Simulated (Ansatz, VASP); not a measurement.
One calculation of SiC, two programs

```
Si C
1.0
     0.00000    2.17845    2.17845
     2.17845    0.00000    2.17845
     2.17845    2.17845    0.00000
Si C
1 1
Cartesian
  0.0000 0.0000 0.0000
  1.0892 1.0892 1.0892
```

Alike in both runs: functional PBEsol; k mesh 14 × 14 × 14; occupations gaussian, width 0.02 eV; no spin polarisation.

Ansatz relaxed the structure, and its values are those at the end. VASP's run is a single point on that final structure, the one shown.

|  | VASP | Ansatz |
| --- | --- | --- |
| version | VASP 6.6.1 | Ansatz 0.2.0 |
| potentials or method | VASP PAW PBE potentials, release 64 (Si, C), cutoff 600 eV | scalar-relativistic, plane waves, PAW |
| valence electrons in the cell | 8 | 8 |

|  | VASP | Ansatz | Ansatz less VASP |
| --- | --- | --- | --- |
| gap on the k mesh at the Fermi level (eV) | 1.23 | 1.24 | +0.010 |
| least direct gap on the mesh (eV) | 4.44 | 4.46 | +0.014 |
| pressure (GPa) | 0.2 | 0.0 | -0.21 |

VASP's potentials were made for PBE, not for PBEsol, and Ansatz warns of the same on its side. The functional is the same, so the differences come from potentials, cutoffs and numerics.
